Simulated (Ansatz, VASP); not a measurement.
**Ti in VASP and in Ansatz**

```
CELL_PARAMETERS angstrom
4.51529 0.00000 0.00000
-2.25765 3.91036 0.00000
0.00000 0.00000 2.79879
ATOMIC_POSITIONS crystal
Ti 0.00000 0.00000 0.00000
Ti 0.33333 0.66667 0.50000
Ti 0.66667 0.33333 0.50000
```

Alike in both runs: task single point; functional PBEsol; k mesh 12 × 12 × 18; occupations gaussian, width 0.1 eV; no spin polarisation.

```csv
,VASP,Ansatz
version,VASP 6.6.1,Ansatz 0.2.0
potentials or method,"VASP PAW PBE potentials, release 64 (Ti_sv), cutoff 520 eV","scalar-relativistic, plane waves, PAW"
valence electrons in the cell,36,36
```

Ansatz gave:

- gap on the k mesh at the Fermi level (eV): none
- pressure (GPa): 0.0
- traceless stress, the component that is largest in VASP (GPa): 0.05

Task: What did VASP give for the same quantities?

Result: gap on the k mesh at the Fermi level (eV): none; pressure (GPa): -0.3; traceless stress, the component that is largest in VASP (GPa): 0.06.

VASP's potentials were made for PBE, not for PBEsol. A gap of «none» marks a metal or a gap that the smearing closes. The functional is the same, so the differences come from potentials, cutoffs and numerics.
